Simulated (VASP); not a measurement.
# Re (P6_3/mmc) in VASP: a series of runs

The runs below take Re through single point, with revPBE.

Everything below comes from runs of VASP 6.6.1. Logs are shortened: lines on timing, memory, paths and dates and some standing lists are left out, and cuts for length are marked.

### Step 1. The cell of the first run

It takes space group P6_3/mmc (No. 194, hexagonal). Conventional cell: a = 2.784 Å, b = 2.784 Å, c = 8.975 Å, α = 90.00°, β = 90.00°, γ = 120.00°. Within 3.6 Å of Re (site symmetry -3m) lie 12 Re at 2.76 to 2.78 Å. Re (site symmetry -6m2) has 12 Re at 2.76 to 2.78 Å within 3.6 Å.

### Step 2. Single point, revPBE

File INCAR:

```
SYSTEM = Re
PREC = Accurate
ENCUT = 520
EDIFF = 1E-7
ISMEAR = -1
SIGMA = 0.1
LREAL = .FALSE.
LASPH = .TRUE.
NELM = 80
ALGO = Normal
ISIF = 2
LWAVE = .FALSE.
LCHARG = .TRUE.
GGA = RE
LELF = .TRUE.
LVHAR = .TRUE.
NBANDS = 22
```

File KPOINTS:

```
regular mesh
0
G
  13 13 4
  0 0 0
```

File POSCAR:

```
Re
1.0
    2.7840733746      0.0000000000      0.0000000000
   -1.3920366873      2.4110782684      0.0000000000
    0.0000000000      0.0000000000      8.9751892581
Re
4
Direct
    1.0000000000      1.0000000000      0.0000000000
    1.0000000000      1.0000000000      0.5000000000
    0.3333333333      0.6666666667      0.2500000000
    0.6666666667      0.3333333333      0.7500000000
```

Potentials or basis: VASP PAW PBE potentials, release 64 (Re).

The run is started by

```sh
> cat potpaw_PBE.64/Re/POTCAR > POTCAR
> mpirun -np 1 vasp_std > vasp.out
```

OUTCAR:

```text
SYSTEM = Re
   PREC = Accurate
   ENCUT = 520
   EDIFF = 1E-7
   ISMEAR = -1
   LREAL = .FALSE.
   LASPH = .TRUE.
   NELM = 80
   ISIF = 2
   GGA = RE

 ion  position               nearest neighbor table
   1  0.000  0.000  0.000-   3 2.76   4 2.76   3 2.76   4 2.76   4 2.76   3 2.76
   2  0.000  0.000  0.500-   3 2.76   4 2.76   3 2.76   4 2.76   4 2.76   3 2.76
   3  0.333  0.667  0.250-   1 2.76   2 2.76   1 2.76   2 2.76   1 2.76   2 2.76
   4  0.667  0.333  0.750-   1 2.76   2 2.76   1 2.76   2 2.76   1 2.76   2 2.76

  LATTYP: Found a hexagonal cell.
 ALAT       =     2.7840733746
 C/A-ratio  =     3.2237617514

  Lattice vectors:

 A1 = (   2.7840733746,   0.0000000000,   0.0000000000)
 A2 = (  -1.3920366873,   2.4110782684,   0.0000000000)
 A3 = (   0.0000000000,   0.0000000000,   8.9751892581)

Analysis of symmetry for initial positions (statically):
=====================================================================
 Subroutine PRICEL returns:
 Original cell was already a primitive cell.

 Routine SETGRP: Setting up the symmetry group for a
 hexagonal supercell.

 Subroutine GETGRP returns: Found 24 space group operations
 (whereof 12 operations were pure point group operations)
 out of a pool of 24 trial point group operations.

The static configuration has the point symmetry D_3d.
 The point group associated with its full space group is D_6h.

Analysis of symmetry for dynamics (positions and initial velocities):
=====================================================================
 Subroutine PRICEL returns:
 Original cell was already a primitive cell.

 Routine SETGRP: Setting up the symmetry group for a
 hexagonal supercell.

 Subroutine GETGRP returns: Found 24 space group operations
 (whereof 12 operations were pure point group operations)
 out of a pool of 24 trial point group operations.

The dynamic configuration has the point symmetry D_3d.
 The point group associated with its full space group is D_6h.

 Subroutine INISYM returns: Found 24 space group operations
 (whereof 12 operations are pure point group operations),
 and found     1 'primitive' translations

----------------------------------------------------------------------------------------

                                     Primitive cell

  volume of cell :      60.2470

  direct lattice vectors                    reciprocal lattice vectors
     2.784073375  0.000000000  0.000000000     0.359185936  0.207376097  0.000000000
    -1.392036687  2.411078268  0.000000000     0.000000000  0.414752193  0.000000000
     0.000000000  0.000000000  8.975189258     0.000000000  0.000000000  0.111418263

  length of vectors
     2.784073375  2.784073375  8.975189258     0.414752193  0.414752193  0.111418263

  position of ions in fractional coordinates (direct lattice)
     0.000000000  0.000000000  0.000000000
     0.000000000  0.000000000  0.500000000
     0.333333333  0.666666667  0.250000000
     0.666666667  0.333333333  0.750000000

  ion indices of the primitive-cell ions
   primitive index   ion index
                 1           1
                 2           2
                 3           3
                 4           4

----------------------------------------------------------------------------------------

 KPOINTS: regular mesh

Automatic generation of k-mesh.
 Grid dimensions read from file:
 generate k-points for:   13   13    4

 Generating k-lattice:

  Cartesian coordinates                     Fractional coordinates (reciprocal lattice)
     0.027629687  0.015952007  0.000000000     0.076923077  0.000000000  0.000000000
     0.000000000  0.031904015  0.000000000     0.000000000  0.076923077  0.000000000
     0.000000000  0.000000000  0.027854566     0.000000000  0.000000000  0.250000000

  Length of vectors
     0.031904015  0.031904015  0.027854566

  Shift w.r.t. Gamma in fractional coordinates (k-lattice)
     0.000000000  0.000000000  0.000000000

 Subroutine IBZKPT returns following result:
 ===========================================

 Found     63 irreducible k-points:

 Following reciprocal coordinates:
            Coordinates               Weight
  0.000000  0.000000  0.000000      1.000000
  0.076923 -0.000000  0.000000      6.000000
  0.153846  0.000000  0.000000      6.000000
  0.230769  0.000000  0.000000      6.000000
  0.307692  0.000000  0.000000      6.000000
  0.384615  0.000000  0.000000      6.000000
[... 16 lines left out ...]
  0.076923 -0.000000  0.250000     12.000000
  0.153846  0.000000  0.250000     12.000000
 [... further k-points ...]
   k-points           NKPTS =     63   k-points in BZ     NKDIM =     63   number of bands    NBANDS=     22
   number of dos      NEDOS =    301   number of ions     NIONS =      4
   total plane-waves  NPLWV =  40320
   dimension x,y,z NGX =    24 NGY =   24 NGZ =   70
   dimension x,y,z NGXF=    48 NGYF=   48 NGZF=  140
   ions per type =               4
   NGX,Y,Z   is equivalent  to a cutoff of  14.33, 14.33, 12.97 a.u.
   NGXF,Y,Z  is equivalent  to a cutoff of  28.66, 28.66, 25.93 a.u.
 SYSTEM =  Re
   PREC   = accura    normal or accurate (medium, high low for compatibility)
   ISTART =      0    job   : 0-new  1-cont  2-samecut
   ICHARG =      2    charge: 1-file 2-atom 10-const
   ISPIN  =      1    spin polarized calculation?
   LNONCOLLINEAR =      F non collinear calculations
   LSORBIT =      F    spin-orbit coupling
   LASPH  =      T    aspherical Exc in radial PAW
   ENCUT  =  520.0 eV  38.22 Ry    6.18 a.u.   5.18  5.18 16.69*2*pi/ulx,y,z
   NELM   =     80;   NELMIN=  2; NELMDL= -5     # of ELM steps
   EDIFF  = 0.1E-06   stopping-criterion for ELM
   LREAL  =      F    real-space projection
   EDIFFG = 0.1E-05   stopping-criterion for IOM
   NSW    =      0    number of steps for IOM
   IBRION =     -1    ionic relax: 0-MD 1-quasi-New 2-CG
   NFREE  =      0    steps in history (QN), initial steepest desc. (CG)
   ISIF   =      2    stress and relaxation
   ISYM   =      2    0-nonsym 1-usesym 2-fastsym
   POTIM  = 0.5000    time-step for ionic-motion
   TEBEG  =    0.0;   TEEND  =   0.0 temperature during run
   PSTRESS=    0.0 pullay stress
   NELECT =      28.0000    total number of electrons
   NUPDOWN=      -1.0000    fix difference up-down
   EMIN   =  10.00;   EMAX   =-10.00  energy-range for DOS
   EFERMI =   0.00;   METHOD = LEGACY
   ISMEAR =    -1;   SIGMA  =   0.10  broadening in eV -4-tet -1-fermi 0-gaus
   EFERMI_NEDOS =   21; number of points for ismear=-14 and -15
   IALGO  =     38    algorithm
   IMIX   =      4    mixing-type and parameters
     AMIX     =   0.40;   BMIX     =  1.00
     AMIX_MAG =   1.60;   BMIX_MAG =  1.00
  volume/ion in A,a.u.               =      15.06       101.64
  Fermi-wavevector in a.u.,A,eV,Ry     =   1.268087  2.396337 21.878768  1.608044
  Thomas-Fermi vector in A             =   2.401200
   LORBIT       =      0    0 simple, 1 ext, 2 COOP (PROOUT), +10 PAW based schemes
   GGA     = RE    functional components
   LHFCALC =     F    Hartree Fock is set to
   AEXX    =    0.0000 exact exchange contribution
   IVDW    =     0    specifies the selected vdW correction
   LEPSILON=     F    determine dielectric tensor
   LRPA    =     F    only Hartree local field effects (RPA)
 non-spin polarized calculation
  energy-cutoff  :      520.00
  volume of cell :       60.25
 maximum number of plane-waves:      1639
 NGX is ok and might be reduce to    24
   NGX = 11   NGY = 11   NGZ = 33

 number of electron      27.9999999 magnetization

 Free energy of the ion-electron system (eV)
  ---------------------------------------------------
  ext. energy  EPLUGINS =         0.00000000
  ---------------------------------------------------
  free energy    TOTEN  =       -47.81262267 eV

  energy without entropy =      -47.71850849  energy(sigma->0) =      -47.76556558

 E-fermi :   7.7631     XC(G=0): -13.5820

 val. band max:        7.7576927436   @ k =   0.4615   0.0769   0.5000
 cond. band min:       7.7947028805   @ k =   0.0769   0.0769   0.0000
 fundamental gap:      0.0370101368
 Fermi energy:         7.7630925282

 k-point     1 :       0.0000    0.0000    0.0000
  band No.  band energies     occupation
      1      -2.0447      2.00000
      2       0.2340      2.00000
      3       0.3048      2.00000
      4       1.2241      2.00000
      5       5.2840      2.00000
      6       5.3782      2.00000
[... 14 lines left out ...]
     21      10.1750      0.00000
     22      10.1750      0.00000

 k-point     2 :       0.0769   -0.0000    0.0000
  band No.  band energies     occupation
      1      -1.8097      2.00000
      2       0.4530      2.00000
      3       0.5218      2.00000
      4       1.4481      2.00000
      5       4.9823      2.00000
      6       5.2195      2.00000
[... 14 lines left out ...]
     21      10.1350      0.00000
     22      10.2195      0.00000

 k-point     3 :       0.1538    0.0000    0.0000
  band No.  band energies     occupation
      1      -1.1428      2.00000
      2       1.0259      2.00000
      3       1.0869      2.00000
      4       2.0404      2.00000
      5       4.4324      2.00000
      6       4.8328      2.00000
[... 14 lines left out ...]
     21      10.1018      0.00000
     22      10.4070      0.00000

 k-point     4 :       0.2308    0.0000    0.0000
  band No.  band energies     occupation
      1      -0.1735      2.00000
      2       1.6239      2.00000
      3       1.6693      2.00000
      4       2.6563      2.00000
      5       4.0272      2.00000
      6       4.3495      2.00000
[... 14 lines left out ...]
     21      10.7352      0.00000
     22      10.7499      0.00000

 k-point     5 :       0.3077    0.0000    0.0000
  band No.  band energies     occupation
      1       0.8035      2.00000
      2       1.7528      2.00000
      3       1.8873      2.00000
      4       2.6914      2.00000
      5       3.7760      2.00000
      6       3.8326      2.00000
[... 417 lines left out ...]
 k-point    22 :       0.0000    0.0000    0.2500
  band No.  band energies     occupation
      1      -1.8637      2.00000
      2      -0.5746      2.00000
      3       0.9053      2.00000
      4       1.2268      2.00000
      5       5.4382      2.00000
      6       5.7166      2.00000
[... 14 lines left out ...]
     21      10.3331      0.00000
     22      10.3331      0.00000

 k-point    23 :       0.0769   -0.0000    0.2500
  band No.  band energies     occupation
      1      -1.6322      2.00000
      2      -0.3596      2.00000
      3       1.1364      2.00000
      4       1.4539      2.00000
      5       5.2139      2.00000
      6       5.3185      2.00000
[... 14 lines left out ...]
     21      10.3591      0.00000
     22      10.5851      0.00000

 k-point    24 :       0.1538    0.0000    0.2500
  band No.  band energies     occupation
      1      -0.9788      2.00000
      2       0.2189      2.00000
      3       1.7411      2.00000
      4       2.0563      2.00000
      5       4.5506      2.00000
      6       4.8349      2.00000
[... 14 lines left out ...]
     21      10.4179      0.00000
     22      11.2172      0.00000

 [... further k-points ...]
[... 5 lines left out ...]
  --------------------------------------------------------------------------------------
  -------------------------------------------------------------------------------------
  Total       -0.2239972     -0.2239972     -0.2717629      0.0000000      0.0000000     -0.0000000
  in kB       -5.9568614     -5.9568614     -7.2271178      0.0000000      0.0000000     -0.0000000
  external PRESSURE =      -6.3802802 kB  Pullay stress =       0.0000000 kB

 VOLUME and BASIS-vectors are now :
 -----------------------------------------------------------------------------
  energy-cutoff  :      520.00
  volume of cell :       60.25
      direct lattice vectors                 reciprocal lattice vectors
     2.784073375  0.000000000  0.000000000     0.359185936  0.207376097  0.000000000
    -1.392036687  2.411078268  0.000000000     0.000000000  0.414752193  0.000000000
     0.000000000  0.000000000  8.975189258     0.000000000  0.000000000  0.111418263

 POSITION                                       TOTAL-FORCE (eV/Angst)
 -----------------------------------------------------------------------------------
      0.00000      0.00000      0.00000        -0.000000      0.000000      0.000000
      0.00000      0.00000      4.48759        -0.000000      0.000000      0.000000
     -0.00000      1.60739      2.24380        -0.000000     -0.000000      0.000000
      1.39204      0.80369      6.73139         0.000000      0.000000     -0.000000
 -----------------------------------------------------------------------------------
    total drift:                               -0.000000      0.000000      0.000000

  FREE ENERGIE OF THE ION-ELECTRON SYSTEM (eV)
  ---------------------------------------------------
  free  energy   TOTEN  =       -47.8126226724 eV

  energy  without entropy=      -47.7185084876  energy(sigma->0) =      -47.76556558
```

It took 49 s on 1 thread of Intel Xeon 6975P-C (Granite Rapids), shared host; peak memory 0.22 GiB.

What came out:

- Free energy: -47.8126 eV
- Pressure: -0.6 GPa
- Band gap on the k mesh: zero (band 14 reaches 8.96 eV, above the bottom of band 15 at 6.52 eV)

Caveat: the PAW data sets were made with another functional, which shifts forces and pressure a little; spin-orbit coupling is left out, which moves the levels of the heavy elements.

### Step 3. Single point, revPBE (volume scaled by 0.88)

File INCAR:

```
SYSTEM = Re
PREC = Accurate
ENCUT = 520
EDIFF = 1E-7
ISMEAR = -1
SIGMA = 0.1
LREAL = .False.
LASPH = .True.
NELM = 100
ALGO = Normal
ISIF = 2
LWAVE = .False.
LCHARG = .False.
GGA = RE
NBANDS = 22
```

File KPOINTS:

```
Automatic mesh
0
Gamma
  15 15 4
  0 0 0
```

File POSCAR:

```
Re
1.0
    2.6679328901      0.0000000000      0.0000000000
   -1.3339664450      2.3104976584      0.0000000000
    0.0000000000      0.0000000000      8.6007800064
Re
4
Direct
    1.0000000000      1.0000000000      0.0000000000
    1.0000000000      1.0000000000      0.5000000000
    0.3333333333      0.6666666667      0.2500000000
    0.6666666667      0.3333333333      0.7500000000
```

Potentials or basis: VASP PAW PBE potentials, release 64 (Re).

The run is started by

```sh
> cat potpaw_PBE.64/Re/POTCAR > POTCAR
> mpirun -np 1 vasp_std > vasp.out
```

Run time: 49 s. Hardware: 1 thread of Intel Xeon 6975P-C (Granite Rapids), shared host; peak memory 0.21 GiB.

Results (log left out):

* Free energy: -46.5950 eV
* Pressure: 60.9 GPa
* Band gap on the k mesh: zero (band 14 reaches 11.07 eV, above the bottom of band 15 at 7.91 eV)

Stress tensor (GPa, compression positive):
```
60.81  0.00  0.00
 0.00 60.81  0.00
 0.00  0.00 61.11
```

Levels at points of the mesh, in eV from the Fermi level:
| k point | band 11 | band 12 | band 13 | band 14 | band 15 | band 16 | band 17 | band 18 |
| --- | --- | --- | --- | --- | --- | --- | --- | --- |
| (0.00, 0.00, 0.00) | -1.94 | -1.52 | -1.52 | -1.36 | -1.36 | 0.66 | 0.66 | 0.76 |
| (0.00, 0.00, 0.50) | -1.77 | -1.77 | -1.77 | -1.77 | -1.06 | -1.06 | 1.30 | 1.30 |

Caveat: the PAW data sets were made with another functional, which shifts forces and pressure a little; spin-orbit coupling is left out, which moves the levels of the heavy elements.

### Step 4. Single point, revPBE (volume scaled by 0.92)

File INCAR:

```
SYSTEM = Re
ALGO     = Normal         ! electronic algorithm
EDIFF    = 1E-6           ! SCF threshold, eV
ENCUT    = 520            ! plane-wave cutoff, eV
GGA      = RE             ! functional
ISIF     = 2              ! what is computed and relaxed
ISMEAR   = -1             ! smearing method
LASPH    = .True.         ! aspherical terms in the spheres
LCHARG   = .False.        ! write CHGCAR
LREAL    = .False.        ! projectors in reciprocal space
LWAVE    = .False.        ! write WAVECAR
NBANDS   = 22             ! bands
NELM     = 100            ! most SCF steps
PREC     = Accurate       ! precision mode
SIGMA    = 0.1            ! smearing width, eV
```

File KPOINTS:

```
k-points
0
Gamma
  15 15 4
  0 0 0
```

File POSCAR:

```
Re
1.0
    2.7077586555      0.0000000000      0.0000000000
   -1.3538793277      2.3449877830      0.0000000000
    0.0000000000      0.0000000000      8.7291687856
Re
4
Direct
    1.0000000000      1.0000000000      0.0000000000
    1.0000000000      1.0000000000      0.5000000000
    0.3333333333      0.6666666667      0.2500000000
    0.6666666667      0.3333333333      0.7500000000
```

The run is started by

```sh
> cat potpaw_PBE.64/Re/POTCAR > POTCAR
> mpirun -np 1 vasp_std > vasp.out
```

Wall time 51 s (1 thread of Intel Xeon 6975P-C (Granite Rapids), shared host); peak memory 0.22 GiB.

The run converged. Its results:

| Quantity | Value |
| --- | --- |
| Free energy | -47.3167 eV |
| Pressure | 35.8 GPa |
| Band gap on the k mesh | zero (band 14 reaches 10.31 eV, above the bottom of band 15 at 7.43 eV) |

Stress tensor (GPa, compression positive):
```
35.66  0.00  0.00
 0.00 35.66  0.00
 0.00  0.00 35.97
```

Levels at points of the mesh, in eV from the Fermi level:
```csv
k point,band 11,band 12,band 13,band 14,band 15,band 16,band 17,band 18
"(0.00, 0.00, 0.00)",-1.80,-1.40,-1.40,-1.26,-1.26,0.64,0.65,0.65
"(0.00, 0.00, 0.50)",-1.64,-1.64,-1.64,-1.64,-1.10,-1.10,1.24,1.24
```

Caveat: the PAW data sets were made with another functional, which shifts forces and pressure a little; spin-orbit coupling is left out, which moves the levels of the heavy elements.

(Part 1 of 2 ends here.)
